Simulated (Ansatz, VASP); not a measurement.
**Two plane-wave programs on Te6Mo3H**

```
CELL_PARAMETERS angstrom
3.43343 0.00000 0.00000
-1.71672 2.97344 0.00000
0.00000 0.00000 20.77043
ATOMIC_POSITIONS crystal
Te 0.00000 0.00000 0.91258
Te 0.33333 0.66667 0.59178
Te 0.33333 0.66667 0.23331
Te 0.33333 0.66667 0.76669
Te 0.33333 0.66667 0.40822
Te 0.00000 0.00000 0.08742
Mo 0.00000 0.00000 0.67915
Mo 0.00000 0.00000 0.32085
Mo 0.33333 0.66667 0.00000
H 0.94769 0.09885 0.50234
```

Alike in both runs: task single point; functional PBEsol; dispersion D3(BJ); k mesh 9 × 9 × 2; occupations gaussian, width 0.05 eV; no spin polarisation.

|  | VASP | Ansatz |
| --- | --- | --- |
| version | VASP 6.6.1 | Ansatz 0.2.0 |
| potentials or method | VASP PAW PBE potentials, release 64 (Te, Mo_sv, H), cutoff 400 eV | scalar-relativistic, plane waves, PAW |
| valence electrons in the cell | 79 | 139 |

```tsv
	VASP	Ansatz	Ansatz less VASP
gap on the k mesh at the Fermi level (eV)	none	none	-
pressure (GPa)	-1.0	-1.0	+0.08
traceless stress, the component that is largest in VASP (GPa)	-0.27	-0.25	+0.017
rms of the force components (eV/Å)	0.213	0.207	-0.0059
```

VASP's potentials were made for PBE, not for PBEsol, and Ansatz warns of the same on its side. Atom by atom the forces differ by 0.014 eV/Å (rms over components). A gap of «none» marks a metal or a gap that the smearing closes. VASP's potentials hold 79 valence electrons a cell and Ansatz's 139, so a difference there can come from the potentials and not from the codes.

Neither program's run includes spin-orbit coupling.
